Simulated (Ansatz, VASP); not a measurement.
# Ir: VASP beside Ansatz

File INCAR:

```
SYSTEM = Ir
  PREC = Accurate
  ENCUT = 520
  EDIFF = 1E-6
  ISMEAR = 0
  SIGMA = 0.026000000000000002
  LREAL = .FALSE.
  LASPH = .TRUE.
  NELM = 100
  ALGO = Normal
  ISIF = 2
  LWAVE = .FALSE.
  LCHARG = .FALSE.
  GGA = PE
  NBANDS = 16
```

The input KPOINTS:

```
Automatic mesh
0
G
  11 11 6
  0 0 0
```

POSCAR

```
Ir
1.0
    2.7513778946      0.0000000000      0.0000000000
   -1.3756889473      2.3827631521      0.0000000000
    0.0000000000      0.0000000000      4.4622900000
Ir
2
Direct
    0.3333333333      0.6666666667      0.2500000000
    0.6666666667      0.3333333333      0.7500000000
```

File input.yaml:

```yaml
crystal:
  lattice:
    - [2.7513778946, 0.0, 0.0]
    - [-1.3756889473, 2.3827631521, 0.0]
    - [0.0, 0.0, 4.46229]
  atoms:
    - { symbol: Ir, position: [0.3333333333, 0.6666666667, 0.25] }
    - { symbol: Ir, position: [0.6666666667, 0.3333333333, 0.75] }
hamiltonian:
  xc: pbe
  pseudopotentials: { kind: paw }
kpoints:
  mp_grid: { grid: [11, 11, 6] }
scf:
  occupations: { method: gaussian, width: 0.026 }
output:
  forces: true
  stress: true
  eigenvalues: true
```

Alike in both runs: task single point; functional PBE; k mesh 11 × 11 × 6; occupations gaussian, width 0.026 eV; no spin polarisation.

```csv
,VASP,Ansatz
version,VASP 6.6.1,Ansatz 0.2.0
potentials or method,"VASP PAW PBE potentials, release 64 (Ir)",Ansatz PAW
plane-wave cutoff (eV),520,420
valence electrons in the cell,18,34
```

```tsv
	VASP	Ansatz	Ansatz less VASP
gap on the k mesh at the Fermi level (eV)	none	none	-
pressure (GPa)	-1.0	-1.4	-0.46
traceless stress, the component that is largest in VASP (GPa)	0.44	0.35	-0.087
```

A gap of «none» marks a metal or a gap that the smearing closes. VASP's potentials hold 18 valence electrons a cell and Ansatz's 34, so a difference there can come from the potentials and not from the codes.

Spin-orbit coupling is off throughout.
